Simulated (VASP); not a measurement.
# SrTiO3 (P4/mmm) in VASP: a series of runs

SrTiO3 is run at these levels: PBE+U; tasks: single point.

Program: VASP 6.6.1. These are calculated values, not measurements. Logs are shortened: lines on timing, memory, paths and dates and some standing lists are left out, and cuts for length are marked.

### 1 The cell of the first run

Symmetry: P4/mmm, No. 123, tetragonal system. The conventional cell has a = 4.066 Å, b = 4.066 Å, c = 3.879 Å, α = 90.00°, β = 90.00°, γ = 90.00°. Sr (site symmetry 4/mmm) has 12 O at 2.81 to 2.87 Å and 8 Ti at 3.47 Å within 3.7 Å. Within 2.6 Å of Ti (site symmetry 4/mmm) lie 6 O at 1.94 to 2.03 Å. O (site symmetry mmm) has 2 Ti at 2.03 Å within 2.7 Å. Within 2.6 Å of O (site symmetry 4/mmm) lie 2 Ti at 1.94 Å.

### 2 Single point, PBE+U (biaxial strain in the a-b plane: +3.0 %, then relaxed in part)

The input, INCAR:

```
SYSTEM = SrTiO3
ALGO = Normal
EDIFF = 1E-6
ENCUT = 520
GGA = PE
ISIF = 2
ISMEAR = 0
LASPH = .TRUE.
LCHARG = .FALSE.
LDAU = .TRUE.
LDAUJ = 0 0 0
LDAUL = -1 2 -1
LDAUPRINT = 1
LDAUTYPE = 2
LDAUU = 0 4 0
LMAXMIX = 4
LREAL = .FALSE.
LWAVE = .FALSE.
NBANDS = 28
NELM = 150
PREC = Accurate
SIGMA = 0.02
```

The input, KPOINTS:

```
k-points
0
G
  8 8 8
  0 0 0
```

The input, POSCAR:

```
SrTiO3
1.0
    4.0655437138      0.0000000000      0.0000000000
    0.0000000000      4.0655437138      0.0000000000
    0.0000000000      0.0000000000      3.8786916352
Sr Ti O
1 1 3
Direct
    0.0000000000      0.0000000000      0.0000000000
    0.5000000000      0.5000000000      0.5000000000
    0.5000000000      0.0000000000      0.5000000000
    0.5000000000      0.5000000000      0.0000000000
    0.0000000000      0.5000000000      0.5000000000
```

Potentials or basis: VASP PAW PBE potentials, release 64 (Sr_sv, Ti_sv, O).

Started as:

```console
> cat potpaw_PBE.64/Sr_sv/POTCAR potpaw_PBE.64/Ti_sv/POTCAR potpaw_PBE.64/O/POTCAR > POTCAR
> mpirun -np 1 vasp_std > vasp.out
```

OUTCAR:

```text
SYSTEM = SrTiO3
   EDIFF = 1E-6
   ENCUT = 520
   GGA = PE
   ISIF = 2
   ISMEAR = 0
   LASPH = .TRUE.
   LREAL = .FALSE.
   NELM = 150
   PREC = Accurate

 ion  position               nearest neighbor table
   1  0.000  0.000  0.000-   3 2.81   5 2.81   3 2.81   5 2.81   5 2.81   5 2.81   3 2.81   3 2.81
                             4 2.87   4 2.87   4 2.87   4 2.87   2 3.47   2 3.47   2 3.47   2 3.47
   2  0.500  0.500  0.500-   4 1.94   4 1.94   5 2.03   3 2.03   3 2.03   5 2.03   1 3.47   1 3.47
                             1 3.47   1 3.47   1 3.47   1 3.47   1 3.47   1 3.47
   3  0.500  0.000  0.500-   2 2.03   2 2.03   1 2.81   1 2.81   1 2.81   1 2.81
   4  0.500  0.500  0.000-   2 1.94   2 1.94   1 2.87   1 2.87   1 2.87   1 2.87
   5  0.000  0.500  0.500-   2 2.03   2 2.03   1 2.81   1 2.81   1 2.81   1 2.81

  LATTYP: Found a simple tetragonal cell.
 ALAT       =     4.0655437138
 C/A-ratio  =     0.9540400764

  Lattice vectors:

 A1 = (   4.0655437138,   0.0000000000,   0.0000000000)
 A2 = (   0.0000000000,   4.0655437138,   0.0000000000)
 A3 = (   0.0000000000,   0.0000000000,   3.8786916352)

Analysis of symmetry for initial positions (statically):
=====================================================================
 Subroutine PRICEL returns:
 Original cell was already a primitive cell.

 Routine SETGRP: Setting up the symmetry group for a
 simple tetragonal supercell.

 Subroutine GETGRP returns: Found 16 space group operations
 (whereof 16 operations were pure point group operations)
 out of a pool of 16 trial point group operations.

The static configuration has the point symmetry D_4h.

Analysis of symmetry for dynamics (positions and initial velocities):
=====================================================================
 Subroutine PRICEL returns:
 Original cell was already a primitive cell.

 Routine SETGRP: Setting up the symmetry group for a
 simple tetragonal supercell.

 Subroutine GETGRP returns: Found 16 space group operations
 (whereof 16 operations were pure point group operations)
[... 160 lines left out ...]
  0.0000 -0.0000  0.0000  0.0000  0.2246

spin component  2

  0.0934 -0.0000 -0.0000 -0.0000  0.0000
 -0.0000  0.1047 -0.0000 -0.0000 -0.0000
 -0.0000 -0.0000  0.2545 -0.0000  0.0000
 -0.0000 -0.0000 -0.0000  0.1047  0.0000
  0.0000 -0.0000  0.0000  0.0000  0.2246

 occupancies and eigenvectors

  o =  0.0934  v =  1.0000  0.0000  0.0000  0.0000  0.0000  0.0000  0.0000  0.0000  0.0000  0.0000      0.0000  0.0000  0.0000  0.0000  0.0000  0.0000  0.0000  0.0000  0.0000  0.0000
  o =  0.0934  v =  0.0000  0.0000  0.0000  0.0000  0.0000  1.0000  0.0000  0.0000  0.0000  0.0000      0.0000  0.0000  0.0000  0.0000  0.0000  0.0000  0.0000  0.0000  0.0000  0.0000
  o =  0.1047  v =  0.0000 -0.9895  0.0000 -0.1444 -0.0000  0.0000  0.0000  0.0000  0.0000  0.0000      0.0000  0.0000  0.0000  0.0000  0.0000  0.0000  0.0000  0.0000  0.0000  0.0000
  o =  0.1047  v =  0.0000  0.0000  0.0000  0.0000  0.0000  0.0000 -0.9895  0.0000 -0.1444 -0.0000      0.0000  0.0000  0.0000  0.0000  0.0000  0.0000  0.0000  0.0000  0.0000  0.0000
  o =  0.1047  v =  0.0000  0.1444  0.0000 -0.9895  0.0000  0.0000  0.0000  0.0000  0.0000  0.0000      0.0000  0.0000  0.0000  0.0000  0.0000  0.0000  0.0000  0.0000  0.0000  0.0000
  o =  0.1047  v =  0.0000  0.0000  0.0000  0.0000  0.0000  0.0000  0.1444  0.0000 -0.9895  0.0000      0.0000  0.0000  0.0000  0.0000  0.0000  0.0000  0.0000  0.0000  0.0000  0.0000
  o =  0.2246  v =  0.0000  0.0000  0.0000  0.0000  0.0000  0.0000  0.0000  0.0000  0.0000 -1.0000      0.0000  0.0000  0.0000  0.0000  0.0000  0.0000  0.0000  0.0000  0.0000  0.0000
  o =  0.2246  v =  0.0000  0.0000  0.0000  0.0000 -1.0000  0.0000  0.0000  0.0000  0.0000  0.0000      0.0000  0.0000  0.0000  0.0000  0.0000  0.0000  0.0000  0.0000  0.0000  0.0000
  o =  0.2545  v =  0.0000  0.0000  0.0000  0.0000  0.0000  0.0000 -0.0000 -1.0000 -0.0000 -0.0000      0.0000  0.0000  0.0000  0.0000  0.0000  0.0000  0.0000  0.0000  0.0000  0.0000
  o =  0.2545  v =  0.0000 -0.0000 -1.0000 -0.0000 -0.0000  0.0000  0.0000  0.0000  0.0000  0.0000      0.0000  0.0000  0.0000  0.0000  0.0000  0.0000  0.0000  0.0000  0.0000  0.0000

 number of electron      40.0000000 magnetization

 Free energy of the ion-electron system (eV)
  ---------------------------------------------------
  ext. energy  EPLUGINS =         0.00000000
  ---------------------------------------------------
  free energy    TOTEN  =       -37.33388394 eV

  energy without entropy =      -37.33388394  energy(sigma->0) =      -37.33388394

 E-fermi :   3.8448     XC(G=0): -10.8940

 val. band max:        3.7319662793   @ k =   0.5000   0.5000   0.5000
 cond. band min:       5.8927207149   @ k =   0.0000   0.0000   0.0000
 fundamental gap:      2.1607544356
 Fermi energy:         3.8447741965

 k-point     1 :       0.0000    0.0000    0.0000
  band No.  band energies     occupation
      1     -54.1203      2.00000
      2     -30.2833      2.00000
      3     -30.2741      2.00000
      4     -30.2741      2.00000
      5     -29.3061      2.00000
      6     -13.5562      2.00000
[... 733 lines left out ...]
     27      11.0692      0.00000
     28      11.9606      0.00000

 [... further k-points ...]

------------------------ aborting loop because EDIFF is reached ----------------------------------------

  FORCE on cell =-STRESS in cart. coord.  units (eV):
  Direction    XX          YY          ZZ          XY          YZ          ZX
  --------------------------------------------------------------------------------------
  -------------------------------------------------------------------------------------
  Total       -2.7451589     -2.7451589      1.2626941      0.0000000     -0.0000000      0.0000000
  in kB      -68.6049661    -68.6049661     31.5563085      0.0000000     -0.0000000      0.0000000
  external PRESSURE =     -35.2178746 kB  Pullay stress =       0.0000000 kB

 VOLUME and BASIS-vectors are now :
 -----------------------------------------------------------------------------
  energy-cutoff  :      520.00
  volume of cell :       64.11
      direct lattice vectors                 reciprocal lattice vectors
     4.065543714  0.000000000  0.000000000     0.245969560  0.000000000  0.000000000
     0.000000000  4.065543714  0.000000000     0.000000000  0.245969560  0.000000000
     0.000000000  0.000000000  3.878691635     0.000000000  0.000000000  0.257818897

 POSITION                                       TOTAL-FORCE (eV/Angst)
 -----------------------------------------------------------------------------------
      0.00000      0.00000      0.00000         0.000000      0.000000      0.000000
      2.03277      2.03277      1.93935         0.000000      0.000000      0.000000
      2.03277      0.00000      1.93935         0.000000      0.000000      0.000000
      2.03277      2.03277      0.00000         0.000000      0.000000      0.000000
      0.00000      2.03277      1.93935         0.000000      0.000000      0.000000
 -----------------------------------------------------------------------------------
    total drift:                                0.000000      0.000000     -0.000000

  FREE ENERGIE OF THE ION-ELECTRON SYSTEM (eV)
  ---------------------------------------------------
  free  energy   TOTEN  =       -37.3338839361 eV

  energy  without entropy=      -37.3338839361  energy(sigma->0) =      -37.33388394
```

stdout:

```text
POSCAR found type information on POSCAR SrTiO
 POSCAR found :  3 types and       5 ions
 scaLAPACK will be used
 LDA part: xc-table for (Slater+PW92), standard interpolation
 POSCAR, INCAR and KPOINTS ok, starting setup
 FFT: planning ... GRIDC
 FFT: planning ... GRID_SOFT
 FFT: planning ... GRID
 WAVECAR not read
 entering main loop
```

Run time: 72 s. Hardware: 1 thread of AMD EPYC 9R45 (Zen 5), shared host; peak memory 0.23 GiB.

Results:

- Free energy: -37.3339 eV
- Pressure: -3.5 GPa
- Band gap on the k mesh: 2.16 eV (least direct gap 2.60 eV)

Eigenvalues of the final occupation matrices:
```csv
site,spin,trace,eigenvalues
site 2 d,1,0.78,0.09 0.10 0.10 0.22 0.25
site 2 d,2,0.78,0.09 0.10 0.10 0.22 0.25
```

Caveat: the cell differs from its parent crystal (biaxial strain in the a-b plane: +3.0 %, then relaxed in part); the stress differs along the axes, from -7 to 3 GPa.

### 3 Single point, PBE+U (biaxial strain in the a-b plane: +3.0 %)

The input, INCAR:

```
ALGO = Normal
EDIFF = 1E-6
ENCUT = 520
GGA = PE
ISIF = 2
ISMEAR = 0
LASPH = T
LCHARG = F
LDAU = T
LDAUJ = 0 0 0
LDAUL = -1 2 -1
LDAUPRINT = 1
LDAUTYPE = 2
LDAUU = 0 4 0
LMAXMIX = 4
LREAL = F
LWAVE = F
NBANDS = 28
NELM = 150
PREC = Accurate
SIGMA = 0.02
```

The input, KPOINTS:

```
k-points
0
Gamma
  8 8 8
```

POSCAR, as its differences from that of step 2:

```diff
@@ -4,3 +4,3 @@
     0.0000000000      4.0655437138      0.0000000000
-    0.0000000000      0.0000000000      3.8786916352
+    0.0000000000      0.0000000000      3.8760814825
 Sr Ti O
```

Potentials or basis: VASP PAW PBE potentials, release 64 (Sr_sv, Ti_sv, O).

Started as:

```console
> cat potpaw_PBE.64/Sr_sv/POTCAR potpaw_PBE.64/Ti_sv/POTCAR potpaw_PBE.64/O/POTCAR > POTCAR
> mpirun -np 1 vasp_std > vasp.out
```

Run time: 68 s. Hardware: 1 thread of AMD EPYC 9R45 (Zen 5), shared host; peak memory 0.23 GiB.

The run converged. Its results:

- Free energy: -37.3329 eV
- Pressure: -3.4 GPa
- Band gap on the k mesh: 2.16 eV (least direct gap 2.60 eV)

Stress tensor (GPa, compression positive):
```
-6.81  0.00  0.00
 0.00 -6.81  0.00
 0.00  0.00  3.39
```

Levels at points of the mesh, in eV from the valence-band top:
```
           k point  band 17  band 18  band 19  band 20  band 21  band 22  band 23  band 24
(0.00, 0.00, 0.00)    -0.97    -0.47    -0.47    -0.44     2.16     2.22     2.22     3.71
(0.50, 0.00, 0.00)    -1.90    -1.81    -0.81    -0.78     2.37     3.73     3.74     3.87
(0.50, 0.50, 0.00)    -1.94    -1.71    -1.71    -0.19     3.74     3.74     4.16     4.92
(0.00, 0.00, 0.50)    -2.30    -1.81    -0.84    -0.84     2.37     3.72     4.12     4.12
(0.50, 0.00, 0.50)    -1.91    -1.45    -1.45    -0.09     3.76     4.13     4.42     4.52
(0.50, 0.50, 0.50)    -3.22    -0.08     0.00     0.00     4.35     4.58     4.58     6.46
```

Eigenvalues of the final occupation matrices:
```csv
site,spin,trace,eigenvalues
site 2 d,1,0.78,0.09 0.10 0.10 0.22 0.25
site 2 d,2,0.78,0.09 0.10 0.10 0.22 0.25
```

Caveat: the cell differs from its parent crystal (biaxial strain in the a-b plane: +3.0 %); the stress differs along the axes, from -7 to 3 GPa. A k mesh can miss the band edges.

### 4 Single point, PBE+U

The input, INCAR:

```
PREC = Accurate
ENCUT = 520
EDIFF = 1E-6
ISMEAR = 0
SIGMA = 0.02
LREAL = F
LASPH = T
NELM = 150
ALGO = Normal
ISIF = 2
LWAVE = F
LCHARG = F
LMAXMIX = 4
LDAU = T
LDAUTYPE = 2
LDAUL = -1 2 -1
LDAUU = 0 4 0
LDAUJ = 0 0 0
LDAUPRINT = 1
GGA = PE
NBANDS = 28
```

The input, KPOINTS:

```
regular mesh
0
Gamma
  8 8 8
```

POSCAR, as its differences from that of step 3:

```diff
@@ -4,3 +4,3 @@
     0.0000000000      4.0655437138      0.0000000000
-    0.0000000000      0.0000000000      3.8760814825
+    0.0000000000      0.0000000000      3.8786916352
 Sr Ti O
```

Started as:

```console
> cat potpaw_PBE.64/Sr_sv/POTCAR potpaw_PBE.64/Ti_sv/POTCAR potpaw_PBE.64/O/POTCAR > POTCAR
> mpirun -np 1 vasp_std > vasp.out
```

It took 66 s on 1 thread of AMD EPYC 9R45 (Zen 5), shared host; peak memory 0.24 GiB.

The run converged. Its results:

```yaml
Free_energy: -37.3339 eV
Pressure: -3.5 GPa
Band_gap_on_the_k_mesh: 2.16 eV (least direct gap 2.60 eV)
```

Stress tensor (GPa, compression positive):
```
-6.86  0.00  0.00
 0.00 -6.86  0.00
 0.00  0.00  3.16
```

Levels at points of the mesh, in eV from the valence-band top:
| k point | band 18 | band 19 | band 20 | band 21 | band 22 | band 23 |
| --- | --- | --- | --- | --- | --- | --- |
| (0.00, 0.00, 0.00) | -0.47 | -0.47 | -0.44 | 2.16 | 2.22 | 2.22 |
| (0.50, 0.00, 0.00) | -1.80 | -0.81 | -0.78 | 2.36 | 3.72 | 3.73 |
| (0.50, 0.50, 0.00) | -1.71 | -1.71 | -0.19 | 3.73 | 3.73 | 4.16 |
| (0.00, 0.00, 0.50) | -1.81 | -0.84 | -0.84 | 2.37 | 3.72 | 4.11 |
| (0.50, 0.00, 0.50) | -1.45 | -1.45 | -0.09 | 3.75 | 4.12 | 4.41 |
| (0.50, 0.50, 0.50) | -0.08 | 0.00 | 0.00 | 4.34 | 4.57 | 4.57 |

Eigenvalues of the final occupation matrices:
```
    site  spin  trace               eigenvalues
site 2 d     1   0.78  0.09 0.10 0.10 0.22 0.25
site 2 d     2   0.78  0.09 0.10 0.10 0.22 0.25
```

Caveat: the stress differs along the axes, from -7 to 3 GPa. A k mesh can miss the band edges.
